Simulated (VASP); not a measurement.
Input of a VASP 6.6.1 run:

File INCAR:

```
SYSTEM = AlN
PREC = Accurate
ENCUT = 520
EDIFF = 1E-6
ISMEAR = 0
SIGMA = 0.05
LREAL = .False.
LASPH = .True.
NELM = 60
ALGO = Normal
ISIF = 2
LWAVE = .False.
LCHARG = .False.
GGA = PE
NBANDS = 36
```

The input KPOINTS:

```
regular mesh
0
Gamma
  8 8 2
  0 0 0
```

The input POSCAR:

```
AlN
1.0
    2.1839935596     -2.1839935596      0.0000000000
    2.1839935596      0.0000000000     -2.1839935596
   12.7401080306      6.7339073423      6.7339073423
Al N
6 6
Direct
    0.6094034733      0.6094034733      0.0624666667
   -0.8211798600     -0.8211798600      0.8958000000
    0.1232868067      0.1232868067      0.2291333333
    0.1510534733      0.1510534733      0.5624666667
   -0.3628298600     -0.3628298600      0.3958000000
   -0.3350631933     -0.3350631933      0.7291333333
    0.2656409733      0.2656409733      0.4374666667
    0.7517576400      0.7517576400      0.2708000000
   -0.2204756933     -0.2204756933      0.6041333333
   -0.1927090267     -0.1927090267      0.9374666667
   -0.7065923600     -0.7065923600      0.7708000000
    0.2378743067      0.2378743067      0.1041333333
```

Potentials or basis: VASP PAW PBE potentials, release 64 (Al, N).

The run is started by

```bash
$ cat potpaw_PBE.64/Al/POTCAR potpaw_PBE.64/N/POTCAR > POTCAR
$ mpirun -np 1 vasp_std > vasp.out
```

Estimate the largest force.

0.755 eV/Å.

What does it give for the band gap on the k mesh?

3.15 eV, indirect (least direct gap 3.57 eV).

Estimate the pressure.

4.2 GPa.

Forces on the atoms (eV/Å):
```
Al   0.399 -0.452 -0.452
Al  -0.082 -0.068 -0.068
Al   0.022  0.013  0.013
Al   0.009  0.008  0.008
Al   0.010  0.008  0.008
Al   0.014  0.007  0.007
N   -0.008 -0.008 -0.008
N    0.003 -0.013 -0.013
N   -0.011 -0.007 -0.007
N   -0.348  0.474  0.474
N   -0.047  0.007  0.007
N    0.041  0.032  0.032
```

A k mesh can miss the band edges. A hybrid or GW would open this gap; PBE tends to underestimate it.
